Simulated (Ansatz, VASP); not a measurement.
## One calculation of BN, two programs

```
CELL_PARAMETERS angstrom
2.48884 0.00000 0.00000
-1.24442 2.15540 0.00000
0.00000 0.00000 6.53243
ATOMIC_POSITIONS crystal
B 0.33333 0.66667 0.25000
B 0.66667 0.33333 0.75000
N 0.33333 0.66667 0.75000
N 0.66667 0.33333 0.25000
```

Alike in both runs: functional LDA; k mesh 9 × 9 × 4; occupations gaussian, width 0.1 eV; no spin polarisation.

Ansatz relaxed the structure, and its values are those at the end. VASP's run is a single point on that final structure, the one shown.

```csv
,VASP,Ansatz
version,VASP 6.6.1,Ansatz 0.2.0
potentials or method,"VASP PAW LDA potentials, release 64 (B, N), cutoff 600 eV","scalar-relativistic, plane waves, PAW"
valence electrons in the cell,16,16
```

VASP gave:

```
gap on the k mesh at the Fermi level (eV) : 4.22
least direct gap on the mesh (eV)         : 4.50
pressure (GPa)                            : 0.2
```

Question: Which values does Ansatz return?

Answer: gap on the k mesh at the Fermi level (eV): 4.23; least direct gap on the mesh (eV): 4.51; pressure (GPa): -0.2.

Ansatz warns that its potentials were made for another functional, while VASP's fit it. LDA's correlation is that of Perdew and Zunger in VASP and of Perdew and Wang (1992) in Ansatz.
